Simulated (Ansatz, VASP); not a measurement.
**One calculation of Ge, two programs**

```
Ge
1.0
    -2.70216    2.70216    1.47954
     2.70216   -2.70216    1.47954
     2.70216    2.70216   -1.47954
Ge
2
Direct
  0.25000 0.75000 0.50000
  0.50000 0.50000 0.00000
```

Change from the starting cell: strain +0.050 along x and y, +0.050 along z, atoms carried along.

Alike in both runs: task single point; functional r2SCAN; k mesh 24 × 24 × 24; occupations gaussian, width 0.15 eV; no spin polarisation.

```csv
,VASP,Ansatz
version,VASP 6.6.1,Ansatz 0.2.0
potentials or method,"VASP PAW PBE potentials, release 64 (Ge_d), cutoff 520 eV","scalar-relativistic, plane waves, PAW"
valence electrons in the cell,28,28
```

```csv
,VASP,Ansatz,Ansatz less VASP
gap on the k mesh at the Fermi level (eV),none,none,-
pressure (GPa),-8.2,-8.1,+0.15
"traceless stress, the component that is largest in VASP (GPa)",0.71,0.73,+0.017
```

VASP's potentials were made for PBE, not for r2SCAN. A gap of «none» marks a metal or a gap that the smearing closes. With one functional, cell and mesh, what is left measures potentials, basis and numerics.
